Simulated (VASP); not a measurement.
# Si (a cell with a defect) in VASP: further runs, part 2 of 2

VASP 6.6.1. Earlier steps stand in the parts before.

## (3) Single point, PBE

The input, INCAR:

```
ALGO = Normal
EDIFF = 1E-6
ENCUT = 400
GGA = PE
GGA_COMPAT = False
ISIF = 2
ISMEAR = 0
LASPH = True
LCHARG = False
LREAL = False
LWAVE = False
NBANDS = 48
NELM = 120
PREC = Accurate
SIGMA = 0.05
```

The input, KPOINTS:

```
k-points
0
Gamma
  2 2 2
```

The input, POSCAR:

```
Si
1.0
    0.0000000000      5.4300000000      5.4300000000
    5.4300000000      0.0000000000      5.4300000000
    5.4300000000      5.4300000000      0.0000000000
Si
17
Direct
   -0.0035526703      0.0107116022     -0.0046441989
    0.1145160221      0.1260068140      0.1336699816
   -0.0181455801      0.0068186924      0.5046636280
    0.1166968692      0.1457488029      0.6199051565
   -0.0035286372      0.4976840700     -0.0046641805
    0.1393130755      0.6404810313      0.0799302026
    0.0141038674      0.5153381215      0.4553828729
    0.1167015654      0.6178395028      0.6198835175
    0.4892217311     -0.0096060773      0.0301843462
    0.6247970534      0.1259677716      0.1337219153
    0.5056963168      0.0069219153      0.5046799263
    0.6142709024      0.1153320442      0.6553005525
    0.5095402394      0.4976151934     -0.0045980663
    0.6248117864      0.6156979742      0.1337053407
    0.5056603131      0.4829313996      0.5046757827
    0.6445266114      0.6178586556      0.6199396869
    0.2736862799      0.7748348987      0.6768842541
```

Potentials or basis: VASP PAW PBE potentials, release 64 (Si).

On the command line:

```console
$ cat potpaw_PBE.64/Si/POTCAR > POTCAR
$ mpirun -np 1 vasp_std > vasp.out
```

OUTCAR:

```text
EDIFF = 1E-6
   ENCUT = 400
   GGA = PE
   ISIF = 2
   ISMEAR = 0
   LASPH = True
   LREAL = False
   NELM = 120
   PREC = Accurate

 ion  position               nearest neighbor table
   1  0.996  0.011  0.995-  10 2.33   2 2.33   6 2.34   4 2.36  17 3.03
   2  0.115  0.126  0.134-   3 2.33   5 2.33   1 2.33   9 2.35
   3  0.982  0.007  0.505-  12 2.31   2 2.33   8 2.44   4 2.44  17 2.56
   4  0.117  0.146  0.620-   7 2.33   1 2.36  17 2.37  11 2.44   3 2.44
   5  0.996  0.498  0.995-  14 2.33   2 2.33   6 2.34   8 2.36  17 3.03
   6  0.139  0.640  0.080-   1 2.34   5 2.34  13 2.34   7 2.35  17 2.53
   7  0.014  0.515  0.455-  16 2.33   4 2.33   8 2.33   6 2.35
   8  0.117  0.618  0.620-   7 2.33   5 2.36  17 2.37  15 2.44   3 2.44
   9  0.489  0.990  0.030-  12 2.35  10 2.35  14 2.35   2 2.35
  10  0.625  0.126  0.134-  11 2.33  13 2.33   1 2.33   9 2.35
  11  0.506  0.007  0.505-  12 2.31  10 2.33   4 2.44  16 2.44  17 2.56
  12  0.614  0.115  0.655-   3 2.31  15 2.31  11 2.31   9 2.35
  13  0.510  0.498  0.995-  10 2.33  14 2.33   6 2.34  16 2.36  17 3.03
  14  0.625  0.616  0.134-  15 2.33  13 2.33   5 2.33   9 2.35
  15  0.506  0.483  0.505-  12 2.31  14 2.33   8 2.44  16 2.44  17 2.56
  16  0.645  0.618  0.620-   7 2.33  13 2.36  17 2.37  15 2.44  11 2.44
  17  0.274  0.775  0.677-  16 2.37   4 2.37   8 2.37   6 2.53   3 2.56  11 2.56  15 2.56   1 3.03
                             5 3.03  13 3.03

  LATTYP: Found a face centered cubic cell.
 ALAT       =    10.8600000000

  Lattice vectors:

 A1 = (   0.0000000000,   5.4300000000,   5.4300000000)
 A2 = (   5.4300000000,   0.0000000000,   5.4300000000)
 A3 = (   5.4300000000,   5.4300000000,   0.0000000000)

Analysis of symmetry for initial positions (statically):
=====================================================================
 Subroutine PRICEL returns:
 Original cell was already a primitive cell.

 Routine SETGRP: Setting up the symmetry group for a
 face centered cubic supercell.

 Subroutine GETGRP returns: Found  1 space group operations
[... 155 lines left out ...]
   GGA     = PE    functional components
   LHFCALC =     F    Hartree Fock is set to
   AEXX    =    0.0000 exact exchange contribution
   IVDW    =     0    specifies the selected vdW correction
   LEPSILON=     F    determine dielectric tensor
   LRPA    =     F    only Hartree local field effects (RPA)
 non-spin polarized calculation
 Gauss-broadening in eV      SIGMA  =   0.05
  energy-cutoff  :      400.00
  volume of cell :      320.21
 maximum number of plane-waves:      5817
   NGX = 25   NGY = 25   NGZ = 25

 number of electron      67.9999995 magnetization

 Free energy of the ion-electron system (eV)
  ---------------------------------------------------
  ext. energy  EPLUGINS =         0.00000000
  ---------------------------------------------------
  free energy    TOTEN  =       -87.78177789 eV

  energy without entropy =      -87.76996551  energy(sigma->0) =      -87.77587170

 E-fermi :   6.8408     XC(G=0):  -9.6846

 val. band max:        6.7833435995   @ k =   0.0000   0.0000   0.0000
 cond. band min:       6.8528172318   @ k =   0.0000   0.5000   0.5000
 fundamental gap:      0.0694736323
 Fermi energy:         6.8408138049

 k-point     1 :       0.0000    0.0000    0.0000
  band No.  band energies     occupation
      1      -6.2952      2.00000
      2      -3.8395      2.00000
      3      -3.6473      2.00000
      4      -3.6470      2.00000
      5      -3.5012      2.00000
      6      -2.6681      2.00000
[... 381 lines left out ...]
     45      10.1780      0.00000
     46      10.4011      0.00000
 [bands above 46 left out]

------------------------ aborting loop because EDIFF is reached ----------------------------------------

  FORCE on cell =-STRESS in cart. coord.  units (eV):
  Direction    XX          YY          ZZ          XY          YZ          ZX
  --------------------------------------------------------------------------------------
  -------------------------------------------------------------------------------------
  Total        9.9878795      9.9892422      9.9888367     -0.7088107      0.7036957      0.6961343
  in kB       49.9751831     49.9820014     49.9799722     -3.5465931      3.5209997      3.4831655
  external PRESSURE =      49.9790522 kB  Pullay stress =       0.0000000 kB

 VOLUME and BASIS-vectors are now :
 -----------------------------------------------------------------------------
  energy-cutoff  :      400.00
  volume of cell :      320.21
      direct lattice vectors                 reciprocal lattice vectors
     0.000000000  5.430000000  5.430000000    -0.092081031  0.092081031  0.092081031
     5.430000000  0.000000000  5.430000000     0.092081031 -0.092081031  0.092081031
     5.430000000  5.430000000  0.000000000     0.092081031  0.092081031 -0.092081031

 POSITION                                       TOTAL-FORCE (eV/Angst)
 -----------------------------------------------------------------------------------
      5.46295     10.81549      5.46887         0.097601      0.030681     -0.028750
      1.41005      1.34765      1.30604        -0.090387      0.016727      0.090448
      2.77735      8.07179      5.36849        -0.049190      0.068867      0.050044
      4.15750      3.99975      1.42508        -0.043853     -0.182198      0.181385
      8.10710     10.81551      8.11326         0.028901      0.030255     -0.097794
      3.91183      1.19049      4.23428         0.127675      0.127426     -0.128006
[... 9 lines left out ...]
      6.72124      6.86605      6.85475        -0.182599     -0.043407      0.182426
      7.88283      5.16160      5.69347         0.304205      0.302902     -0.306008
 -----------------------------------------------------------------------------------
    total drift:                               -0.000030     -0.000125      0.000039

  FREE ENERGIE OF THE ION-ELECTRON SYSTEM (eV)
  ---------------------------------------------------
  free  energy   TOTEN  =       -87.7817778924 eV

  energy  without entropy=      -87.7699655113  energy(sigma->0) =      -87.77587170
```

OSZICAR:

```text
N       E                     dE             d eps       ncg     rms          rms(c)
DAV:   1     0.140253063787E+03    0.14025E+03   -0.22423E+04   768   0.947E+02
DAV:   2    -0.765993613247E+02   -0.21685E+03   -0.20630E+03   936   0.158E+02
DAV:   3    -0.891726963247E+02   -0.12573E+02   -0.12298E+02  1000   0.345E+01
DAV:   4    -0.894156255121E+02   -0.24293E+00   -0.24206E+00   944   0.597E+00
DAV:   5    -0.894220511579E+02   -0.64256E-02   -0.64200E-02   984   0.882E-01    0.146E+01
DAV:   6    -0.882306310272E+02    0.11914E+01   -0.94917E-01   904   0.301E+00    0.884E+00
DAV:   7    -0.877722261674E+02    0.45840E+00   -0.11762E+00   896   0.321E+00    0.106E+00
DAV:   8    -0.877795774561E+02   -0.73513E-02   -0.64257E-02   888   0.904E-01    0.466E-01
DAV:   9    -0.877806330917E+02   -0.10556E-02   -0.67604E-03   912   0.278E-01    0.221E-01
DAV:  10    -0.877814981862E+02   -0.86509E-03   -0.11483E-03   880   0.119E-01    0.968E-02
DAV:  11    -0.877817586388E+02   -0.26045E-03   -0.29832E-04   912   0.649E-02    0.308E-02
DAV:  12    -0.877817749340E+02   -0.16295E-04   -0.22540E-05   944   0.174E-02    0.853E-03
DAV:  13    -0.877817775505E+02   -0.26165E-05   -0.44605E-06   872   0.776E-03    0.276E-03
DAV:  14    -0.877817778924E+02   -0.34192E-06   -0.27603E-07   568   0.184E-03
   1 F= -.87781778E+02 E0= -.87775872E+02  d E =-.118124E-01
```

stdout:

```text
POSCAR found type information on POSCAR Si
 POSCAR found :  1 types and      17 ions
 scaLAPACK will be used
 -----------------------------------------------------------------------------
|                                                                             |
|                                                                             |
|     You have a (more or less) 'large supercell' and for larger cells it     |
|     might be more efficient to use real-space projection operators.         |
|     Therefore, try LREAL= Auto in the INCAR file.                           |
|     Mind: For very accurate calculation, you might also keep the            |
|     reciprocal projection scheme (i.e. LREAL=.FALSE.).                      |
|                                                                             |
 -----------------------------------------------------------------------------

 LDA part: xc-table for (Slater+PW92), standard interpolation
 POSCAR, INCAR and KPOINTS ok, starting setup
 FFT: planning ... GRIDC
 FFT: planning ... GRID_SOFT
 FFT: planning ... GRID
 WAVECAR not read
 entering main loop
```

Run time: 2.5 min. Hardware: 1 thread of Intel Xeon 6975P-C, shared host; peak memory 0.34 GiB.

Results:

* Free energy: -87.7818 eV
* Pressure: 5.0 GPa
* Largest force: 0.527 eV/Å
* Band gap on the k mesh: zero (band 34 reaches 6.85 eV, above the bottom of band 35 at 6.78 eV)

Forces on the atoms (eV/Å):
```
Si   0.098  0.031 -0.029
Si  -0.090  0.017  0.090
Si  -0.049  0.069  0.050
Si  -0.044 -0.182  0.181
Si   0.029  0.030 -0.098
Si   0.128  0.127 -0.128
Si   0.033  0.034 -0.033
Si  -0.181 -0.181  0.044
Si  -0.054 -0.055  0.054
Si  -0.091 -0.090 -0.016
Si  -0.049 -0.048 -0.072
Si   0.032  0.031 -0.033
Si   0.030  0.096 -0.029
Si   0.016 -0.090  0.091
Si   0.071 -0.048  0.050
Si  -0.183 -0.043  0.182
Si   0.304  0.303 -0.306
```

Levels at points of the mesh, in eV from the Fermi level:
| k point | band 32 | band 33 | band 34 | band 35 | band 36 | band 37 |
| --- | --- | --- | --- | --- | --- | --- |
| (0.00, 0.00, 0.00) | -0.72 | -0.72 | -0.44 | -0.06 | -0.06 | 0.16 |
| (0.50, 0.00, 0.00) | -1.41 | -1.15 | -0.19 | 0.23 | 0.83 | 0.88 |
| (0.00, 0.50, 0.00) | -1.41 | -1.15 | -0.19 | 0.23 | 0.83 | 0.88 |
| (0.00, 0.00, 0.50) | -1.33 | -1.33 | -0.28 | 0.46 | 0.46 | 1.14 |
| (0.50, 0.50, 0.50) | -1.41 | -1.15 | -0.19 | 0.23 | 0.83 | 0.88 |
| (0.50, 0.50, 0.00) | -1.80 | -0.85 | 0.01 | 0.54 | 1.19 | 1.28 |
| (0.00, 0.50, 0.50) | -1.80 | -0.85 | 0.01 | 0.54 | 1.19 | 1.28 |
| (0.50, 0.00, 0.50) | -1.80 | -0.85 | 0.01 | 0.54 | 1.19 | 1.28 |

Caveat: the k points lie up to 0.50 Å⁻¹ apart.

## (4) Single point, PBE

The input, INCAR:

```
SYSTEM = Si
PREC = Accurate
ENCUT = 400
EDIFF = 1E-6
ISMEAR = 0
SIGMA = 0.05
LREAL = .False.
LASPH = .True.
NELM = 120
ALGO = Normal
ISIF = 2
LWAVE = .False.
LCHARG = .False.
GGA = PE
NBANDS = 48
GGA_COMPAT = .False.
```

The input, KPOINTS:

```
Automatic mesh
0
Gamma
  2 2 2
  0 0 0
```

The input, POSCAR:

```
Si
1.0
    0.0000000000      5.4300000000      5.4300000000
    5.4300000000      0.0000000000      5.4300000000
    5.4300000000      5.4300000000      0.0000000000
Si
17
Direct
   -0.0002917127      0.0099565378     -0.0088359116
    0.1149620626      0.1280675875      0.1293926335
   -0.0199285451      0.0076758748      0.5048714549
    0.1189322284      0.1424324125      0.6202093923
   -0.0003099448      0.4996576427     -0.0087939227
    0.1352720074      0.6352659300      0.0946950276
    0.0100890424      0.5102912523      0.4696789134
    0.1188631676      0.6188546961      0.6202390424
    0.4853058932     -0.0147430939      0.0446856354
    0.6280786372      0.1280701657      0.1293994475
    0.5077724678      0.0080695212      0.5048674954
    0.6105750460      0.1103877532      0.6692485267
    0.5099878453      0.4997025783     -0.0088922652
    0.6280778085      0.6149238490      0.1294148250
    0.5076107735      0.4798879374      0.5048855433
    0.6422777164      0.6190318600      0.6201539595
    0.3516295580      0.8513336096      0.4463833333
```

On the command line:

```console
$ cat potpaw_PBE.64/Si/POTCAR > POTCAR
$ mpirun -np 1 vasp_std > vasp.out
```

It took 2.2 min on 1 thread of Intel Xeon 6975P-C, shared host; peak memory 0.34 GiB.

It converged, with:

```
Free energy            : -87.7878 eV
Pressure               : 5.0 GPa
Largest force          : 0.499 eV/Å
Band gap on the k mesh : zero (band 34 reaches 6.86 eV, above the bottom of band 35 at 6.78 eV)
```

Forces on the atoms (eV/Å):
```
Si  -0.025  0.091 -0.093
Si  -0.033 -0.088  0.031
Si   0.180  0.057 -0.178
Si  -0.070  0.037 -0.041
Si   0.092  0.091  0.025
Si   0.061  0.062 -0.061
Si  -0.028 -0.024  0.032
Si   0.039  0.037  0.070
Si  -0.141 -0.141  0.139
Si  -0.031 -0.033  0.096
Si   0.179  0.182 -0.055
Si  -0.032 -0.032  0.033
Si   0.093 -0.025 -0.093
Si  -0.092 -0.035  0.031
Si   0.056  0.182 -0.177
Si   0.040 -0.068 -0.042
Si  -0.288 -0.293  0.284
```

Stress tensor (GPa, compression positive):
```
 4.99 -0.33  0.33
-0.33  5.00  0.33
 0.33  0.33  4.99
```

Levels at points of the mesh, in eV from the Fermi level:
```
           k point  band 32  band 33  band 34  band 35  band 36  band 37
(0.00, 0.00, 0.00)    -0.73    -0.73    -0.45    -0.06    -0.06     0.16
(0.50, 0.00, 0.00)    -1.41    -1.16    -0.20     0.23     0.83     0.87
(0.00, 0.50, 0.00)    -1.41    -1.16    -0.20     0.23     0.83     0.87
(0.00, 0.00, 0.50)    -1.33    -1.33    -0.29     0.46     0.46     1.13
(0.50, 0.50, 0.50)    -1.41    -1.16    -0.20     0.23     0.83     0.87
(0.50, 0.50, 0.00)    -1.80    -0.85     0.01     0.54     1.18     1.28
(0.00, 0.50, 0.50)    -1.80    -0.85     0.01     0.54     1.18     1.28
(0.50, 0.00, 0.50)    -1.80    -0.85     0.01     0.54     1.18     1.27
```

Caveat: the k points lie up to 0.50 Å⁻¹ apart.
